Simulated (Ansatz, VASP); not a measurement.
Two plane-wave programs on In3Se

```xyz
4
Lattice="4.8038 0.0000 0.0000 0.0000 4.8038 0.0000 0.0000 0.0000 4.8038" Properties=species:S:1:pos:R:3 pbc="T T T"
In    0.0000    2.4019    2.4019
In    2.4019    0.0000    2.4019
In    2.4019    2.4019    0.0000
Se    0.0000    0.0000    0.0000
```

Alike in both runs: task relaxation of cell and atoms; functional PBE; dispersion D3(BJ); k mesh 10 × 10 × 10; occupations gaussian, width 0.1 eV; no spin polarisation.

|  | VASP | Ansatz |
| --- | --- | --- |
| version | VASP 6.6.1 | Ansatz 0.2.0 |
| potentials or method | VASP PAW PBE potentials, release 64 (In_d, Se), cutoff 600 eV | scalar-relativistic, plane waves, PAW |
| valence electrons in the cell | 45 | 55 |

|  | VASP | Ansatz | Ansatz less VASP |
| --- | --- | --- | --- |
| gap on the k mesh at the Fermi level, each at its own relaxed structure (eV) | none | none | - |
| relaxed volume (Å³/atom) | 26.03 | 25.97 | -0.055 |
| relaxed length of the cell vector where the two differ most in proportion (Å) | 4.704 | 4.701 | -0.0033 |

A gap of «none» marks a metal or a gap that the smearing closes. VASP's potentials hold 45 valence electrons a cell and Ansatz's 55, so a difference there can come from the potentials and not from the codes.
